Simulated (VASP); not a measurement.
# Ge (Fd-3m) in VASP: notebook, part 3 of 3

VASP 6.6.1. The steps go on from the part before.

## (7) Single point, PBEsol

This run uses another cell than the first one, of 24.45 Å³/atom, 1.174 times its volume.

Input file INCAR:

```
  PREC = Accurate
  ENCUT = 520
  EDIFF = 1E-6
  ISMEAR = -1
  SIGMA = 0.1
  LREAL = False
  LASPH = True
  NELM = 100
  ALGO = Normal
  ISIF = 2
  LWAVE = False
  LCHARG = False
  GGA = PS
  NBANDS = 21
```

Input file KPOINTS:

```
regular mesh
0
Gamma
  6 6 6
```

Input file POSCAR:

```
Ge
1.0
    0.0000000000      2.9024208332      2.9024208332
    2.9024208332      0.0000000000      2.9024208332
    2.9024208332      2.9024208332      0.0000000000
Ge
2
Direct
    0.0000000000      0.0000000000      0.0000000000
    0.2500000000      0.2500000000      0.2500000000
```

Potentials or basis: VASP PAW PBE potentials, release 64 (Ge_d).

Command:

```sh
cat potpaw_PBE.64/Ge_d/POTCAR > POTCAR
mpirun -np 1 vasp_std > vasp.out
```

OUTCAR:

```text
PREC = Accurate
   ENCUT = 520
   EDIFF = 1E-6
   ISMEAR = -1
   LREAL = False
   LASPH = True
   NELM = 100
   ISIF = 2
   GGA = PS

 ion  position               nearest neighbor table
   1  0.000  0.000  0.000-   2 2.51   2 2.51   2 2.51   2 2.51
   2  0.250  0.250  0.250-   1 2.51   1 2.51   1 2.51   1 2.51

  LATTYP: Found a face centered cubic cell.
 ALAT       =     5.8048416664

  Lattice vectors:

 A1 = (   0.0000000000,   2.9024208332,   2.9024208332)
 A2 = (   2.9024208332,   0.0000000000,   2.9024208332)
 A3 = (   2.9024208332,   2.9024208332,   0.0000000000)

Analysis of symmetry for initial positions (statically):
=====================================================================
 Subroutine PRICEL returns:
 Original cell was already a primitive cell.

 Routine SETGRP: Setting up the symmetry group for a
 face centered cubic supercell.

 Subroutine GETGRP returns: Found 48 space group operations
 (whereof 24 operations were pure point group operations)
 out of a pool of 48 trial point group operations.

[... 149 lines left out ...]
  ext. energy  EPLUGINS =         0.00000000
  ---------------------------------------------------
  free energy    TOTEN  =        -9.79306057 eV

  energy without entropy =       -9.78460130  energy(sigma->0) =       -9.78883093

 E-fermi :   4.0048     XC(G=0):  -9.7646

 val. band max:        3.6747616694   @ k =   0.1667   0.0000   0.0000
 cond. band min:       4.0493141742   @ k =   0.5000   0.0000   0.0000
 fundamental gap:      0.3745525048
 Fermi energy:         4.0047746005

 k-point     1 :       0.0000    0.0000    0.0000
  band No.  band energies     occupation
      1     -20.5148      2.00000
      2     -20.5148      2.00000
      3     -20.5148      2.00000
      4     -20.4840      2.00000
      5     -20.4840      2.00000
      6     -20.3102      2.00000
[... 373 lines left out ...]
     20      14.5434      0.00000
     21      16.5113      0.00000

------------------------ aborting loop because EDIFF is reached ----------------------------------------

  FORCE on cell =-STRESS in cart. coord.  units (eV):
  Direction    XX          YY          ZZ          XY          YZ          ZX
  --------------------------------------------------------------------------------------
  -------------------------------------------------------------------------------------
  Total       -1.2434011     -1.2434011     -1.2434011      0.0000000      0.0000000      0.0000000
  in kB      -40.7390310    -40.7390310    -40.7390310      0.0000000      0.0000000      0.0000000
  external PRESSURE =     -40.7390310 kB  Pullay stress =       0.0000000 kB

 VOLUME and BASIS-vectors are now :
 -----------------------------------------------------------------------------
  energy-cutoff  :      520.00
  volume of cell :       48.90
      direct lattice vectors                 reciprocal lattice vectors
     0.000000000  2.902420833  2.902420833    -0.172269987  0.172269987  0.172269987
     2.902420833  0.000000000  2.902420833     0.172269987 -0.172269987  0.172269987
     2.902420833  2.902420833  0.000000000     0.172269987  0.172269987 -0.172269987

 POSITION                                       TOTAL-FORCE (eV/Angst)
 -----------------------------------------------------------------------------------
      0.00000      0.00000      0.00000        -0.000000      0.000000      0.000000
      1.45121      1.45121      1.45121         0.000000     -0.000000     -0.000000
 -----------------------------------------------------------------------------------
    total drift:                               -0.000000      0.000000      0.000000

  FREE ENERGIE OF THE ION-ELECTRON SYSTEM (eV)
  ---------------------------------------------------
  free  energy   TOTEN  =        -9.7930605719 eV

  energy  without entropy=       -9.7846012976  energy(sigma->0) =       -9.78883093
```

stdout:

```text
POSCAR found type information on POSCAR Ge
 POSCAR found :  1 types and       2 ions
 scaLAPACK will be used
 -----------------------------------------------------------------------------
|                                                                             |
|                                                                             |
|     You enforced a specific xc type in the INCAR file but a different       |
|     I HOPE YOU KNOW WHAT YOU ARE DOING!                                     |
|                                                                             |
 -----------------------------------------------------------------------------

 LDA part: xc-table for (Slater+PW92), standard interpolation
 POSCAR, INCAR and KPOINTS ok, starting setup
 FFT: planning ... GRIDC
 FFT: planning ... GRID_SOFT
 FFT: planning ... GRID
 WAVECAR not read
 entering main loop
```

It took 10 s on 1 thread of Intel Xeon 6975P-C, shared host; peak memory 0.17 GiB.

Results:

- Free energy: -9.7931 eV
- Pressure: -4.1 GPa
- Band gap on the k mesh: zero (band 14 reaches 4.15 eV, above the bottom of band 15 at 4.05 eV)

Levels at points of the mesh, in eV from the Fermi level:
```csv
k point,band 11,band 12,band 13,band 14,band 15,band 16,band 17,band 18
"(0.00, 0.00, 0.00)",-12.09,-0.54,0.15,0.15,0.15,2.64,2.64,2.64
"(0.50, 0.00, 0.00)",-10.17,-7.15,-1.15,-1.15,0.04,3.81,3.81,7.06
"(0.50, 0.50, 0.00)",-8.48,-8.48,-2.69,-2.69,0.90,0.90,9.01,9.01
```

Caveat: the PAW data sets were made with another functional, which shifts forces and pressure a little.

## (8) The runs side by side

| cell | gap on the mesh (eV) | pressure (GPa) |
| --- | --- | --- |
| a = 3.891 Å, angles 60.0°, 2 atoms | 0.39 | 7.6 |
| a = 3.928 Å, angles 60.0°, 2 atoms | 0.29 | 4.9 |
| a = 3.965 Å, angles 60.0°, 2 atoms | 0.20 | 2.6 |
| a = 4.036 Å, angles 60.0°, 2 atoms | none | -1.0 |
| a = 4.071 Å, angles 60.0°, 2 atoms | none | -2.8 |
| a = 4.105 Å, angles 60.0°, 2 atoms | none | -4.1 |

Alike in all rows: task single point; level PBEsol; potentials or basis VASP PAW PBE potentials, release 64 (Ge_d); no spin polarisation; k mesh 6 × 6 × 6; cutoff (eV) 520; smearing fermi-dirac 0.1 eV.

Caveats: the PAW data sets were made with another functional, which shifts forces and pressure a little.

Absolute energies hang on the potentials; compare differences alone.

## (9) Comparison with measurements

Step 4. Against the measured gap of Ge, 0.666 eV (indirect; 293 K; “Electronic and optical properties of SixGe1-x-ySny alloys lattice-matched to Ge”, 2021, arxiv:2109.02782), the calculated 0.20 eV is off by -0.46 eV. 3 values of this kind are on record (0.666 to 0.807 eV); this one was drawn at random among those near their median. Spin-orbit coupling on Ge is left out. The value is that of PBEsol on a finite k mesh, which can miss the band edges, without temperature or zero-point motion. Semilocal functionals fall short of measured gaps as a rule.

Step 5. Against the measured gap of Ge, 0.666 eV (indirect; 293 K; “Electronic and optical properties of SixGe1-x-ySny alloys lattice-matched to Ge”, 2021, arxiv:2109.02782), the calculated 0.00 eV is off by -0.67 eV. 3 values of this kind are on record (0.666 to 0.807 eV); this one was drawn at random among those near their median. Spin-orbit coupling on Ge is left out. The value is that of PBEsol on a finite k mesh, which can miss the band edges, without temperature or zero-point motion. Semilocal functionals fall short of measured gaps as a rule.

Step 6. A measured gap of Ge is 0.807 eV (direct; 300 K; “Electronic and optical properties of SixGe1-x-ySny alloys lattice-matched to Ge”, 2021, arxiv:2109.02782); the calculated 0.00 eV misses it by -0.81 eV. 3 values of this kind are on record (0.666 to 0.807 eV); this one was drawn at random among those near their median. Spin-orbit coupling on Ge is left out. The value is that of PBEsol on a finite k mesh, which can miss the band edges, without temperature or zero-point motion. Semilocal functionals fall short of measured gaps as a rule.
